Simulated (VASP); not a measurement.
Wanted: the native input for a VASP 6.6.1 run.

| Quantity | Value |
| --- | --- |
| Task | single point |
| Functional | PBE |
| Potentials or basis | VASP PAW PBE potentials, release 64 (C) |
| Cutoff | 520 eV |
| k mesh | 14 × 14 × 42 |
| Occupations | gaussian, width 0.1 eV |
| Spin | no spin polarisation |
| Dipole correction | no |
| Further INCAR settings | ALGO = Normal; EDIFF = 1e-06; NBANDS = 8 |

The structure of C lies in POSCAR:

```
C
1.0
    4.2485901249      0.0000000000      0.0000000000
    0.0000000000      4.2485901249      0.0000000000
    0.0000000000      0.0000000000      1.2822761482
C
1
Direct
    0.5000000000      0.5000000000      0.0000000000
```

These files were run (other wordings do the same):

INCAR

```
SYSTEM = C
ALGO = Normal
EDIFF = 1E-6
ENCUT = 520
GGA = PE
ISIF = 2
ISMEAR = 0
LASPH = .True.
LCHARG = .False.
LREAL = .False.
LWAVE = .False.
NBANDS = 8
NELM = 100
PREC = Accurate
SIGMA = 0.1
```

KPOINTS

```
k-points
0
Gamma
  14 14 42
  0 0 0
```

Potentials or basis: VASP PAW PBE potentials, release 64 (C).

Launch:

```console
$ cat potpaw_PBE.64/C/POTCAR > POTCAR
$ mpirun -np 1 vasp_std > vasp.out
```

It gave:

```
Pressure               : -0.1 GPa
Band gap on the k mesh : zero (band 2 reaches 7.42 eV, above the bottom of band 3 at -7.19 eV)
```

Run time: 34 s on 1 thread of Intel(R) Xeon(R) Platinum 8488C (Sapphire Rapids) (shared host), peak memory 0.23 GiB.
